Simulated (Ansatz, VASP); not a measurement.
P: VASP beside Ansatz

```
CELL_PARAMETERS angstrom
3.26100 0.00000 0.00000
-1.63050 2.82411 0.00000
0.00000 0.00000 28.00000
ATOMIC_POSITIONS crystal
P 0.33333 0.66667 0.52859
P 0.66667 0.33333 0.47141
```

Alike in both runs: task single point; functional PBE; dispersion D3(BJ); k mesh 9 × 9 × 1; occupations gaussian, width 0.02 eV; no spin polarisation.

```csv
,VASP,Ansatz
version,VASP 6.6.1,Ansatz 0.2.0
potentials or method,"VASP PAW PBE potentials, release 64 (P), cutoff 520 eV","scalar-relativistic, plane waves, PAW"
valence electrons in the cell,10,10
```

```tsv
	VASP	Ansatz	Ansatz less VASP
rms of the force components (eV/Å)	2.464	2.438	-0.0256
```

Atom by atom the forces differ by 0.026 eV/Å (rms over components).
